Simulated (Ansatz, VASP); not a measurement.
## Al in VASP and in Ansatz

```
Al
1.0
     8.10000    0.00000    0.00000
     0.00000    8.10000    0.00000
     0.00000    0.00000    8.10000
Al
31
Direct
  0.49861 0.00000 0.99861
  0.75000 0.00000 0.25000
  0.00139 0.00000 0.99861
  0.25000 0.24861 0.99861
  0.49948 0.50000 0.99948
  0.75000 0.75052 0.99948
  0.25000 0.00000 0.25000
  0.49948 0.24948 0.25000
  0.75000 0.24948 0.99948
  0.49861 0.00000 0.50139
  0.75000 0.24948 0.50052
  0.75000 0.00000 0.75000
  0.00052 0.50000 0.99948
  0.25000 0.75139 0.99861
  0.00052 0.24948 0.25000
  0.25000 0.50000 0.25000
  0.49948 0.75052 0.25000
  0.00139 0.00000 0.50139
  0.25000 0.24861 0.50139
  0.49948 0.50000 0.50052
  0.75000 0.75052 0.50052
  0.25000 0.00000 0.75000
  0.49861 0.24861 0.75000
  0.75000 0.50000 0.75000
  0.00052 0.75052 0.25000
  0.00052 0.50000 0.50052
  0.25000 0.75139 0.50139
  0.00139 0.24861 0.75000
  0.25000 0.50000 0.75000
  0.49861 0.75139 0.75000
  0.00139 0.75139 0.75000
```

Alike in both runs: functional PBEsol; k mesh 2 × 2 × 2; occupations gaussian, width 0.1 eV; no spin polarisation.

Ansatz relaxed the structure, and its values are those at the end. VASP's run is a single point on that final structure, the one shown.

|  | VASP | Ansatz |
| --- | --- | --- |
| version | VASP 6.6.1 | Ansatz 0.2.0 |
| potentials or method | VASP PAW PBE potentials, release 64 (Al), cutoff 520 eV | scalar-relativistic, plane waves, PAW |
| valence electrons in the cell | 93 | 93 |

```csv
,VASP,Ansatz,Ansatz less VASP
rms of the force components (eV/Å),0.011,0.008,-0.0028
```

VASP's potentials were made for PBE, not for PBEsol, and Ansatz warns of the same on its side. With one functional, cell and mesh, what is left measures potentials, basis and numerics.

The k mesh is coarse, so the values compare programs but aren't converged.
